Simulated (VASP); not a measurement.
Wanted: the native input for a VASP 6.6.1 run.

* Task: single point
* Functional: PBE
* Potentials or basis: VASP PAW PBE potentials, release 64 (Ni)
* Cutoff: 600 eV
* k mesh: 8 × 8 × 8
* Occupations: fermi-dirac, width 0.1 eV
* Spin: collinear spin, ferromagnetic start
* Starting moments: [-0.73] μB
* Dipole correction: no
* Further INCAR settings: ALGO = Normal; EDIFF = 1e-06; NBANDS = 15

The structure of Ni lies in POSCAR:

```
Ni
1.0
   -1.4151420000      1.4151420000      1.4151420000
    1.4151420000     -1.4151420000      1.4151420000
    1.4151420000      1.4151420000     -1.4151420000
Ni
1
Direct
    0.0000000000      0.0000000000      0.0000000000
```

One way to write it, as run:

INCAR

```
SYSTEM = Ni
PREC = Accurate ; ENCUT = 600
EDIFF = 1E-6 ; ISMEAR = -1
SIGMA = 0.1 ; LREAL = .False.
LASPH = .True. ; NELM = 200
ALGO = Normal ; ISIF = 2
LWAVE = .False. ; LCHARG = .False.
ISPIN = 2 ; MAGMOM = -0.73
LORBIT = 11 ; LMAXMIX = 4
GGA = PE ; NBANDS = 15
GGA_COMPAT = .False.
```

KPOINTS

```
Automatic mesh
0
Gamma
  8 8 8
  0 0 0
```

Potentials or basis: VASP PAW PBE potentials, release 64 (Ni).

The run is started by

```bash
$ cat potpaw_PBE.64/Ni/POTCAR > POTCAR
$ mpirun -np 1 vasp_std > vasp.out
```

Results of the run:

The pressure is -5.0 GPa. The net moment is -0.58 μB per cell, the site moments are Ni -0.59 μB and the valence electrons inside the program's atomic spheres are Ni 9.25.

Caveat: the k points lie up to 0.39 Å⁻¹ apart.

Run time: 18 s on 1 thread of Intel Xeon 8259CL, with other jobs on the host, peak memory 0.14 GiB.
